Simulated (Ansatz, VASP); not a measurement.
Two plane-wave programs on WC

```
CELL_PARAMETERS angstrom
2.91739 0.00000 0.00000
-1.45870 2.52654 0.00000
0.00000 0.00000 2.85015
ATOMIC_POSITIONS crystal
W 0.00000 0.00000 0.00000
C 0.66667 0.33333 0.50000
```

Change from the starting cell: volume scaled by 1.02, ions relaxed.

Alike in both runs: functional PBE; k mesh 18 × 18 × 16; occupations fermi-dirac, width 0.05 eV; collinear spin.

Ansatz relaxed the structure, and its values are those at the end. VASP's run is a single point on that final structure, the one shown.

```csv
,VASP,Ansatz
version,VASP 6.6.1,Ansatz 0.2.0
potentials or method,"VASP PAW PBE potentials, release 64 (W_sv, C)","plane-wave PAW, scalar-relativistic"
plane-wave cutoff (eV),520,420
valence electrons in the cell,18,18
```

```csv
,VASP,Ansatz,Ansatz less VASP
pressure (GPa),1.7,0.7,-1.01
net moment per atom (μB),0.00,0.00,0.000
```

The functional is the same, so the differences come from potentials, cutoffs and numerics. Ansatz's warnings: seeded moment not kept, stress scf threshold loose.

Neither program's run includes spin-orbit coupling.
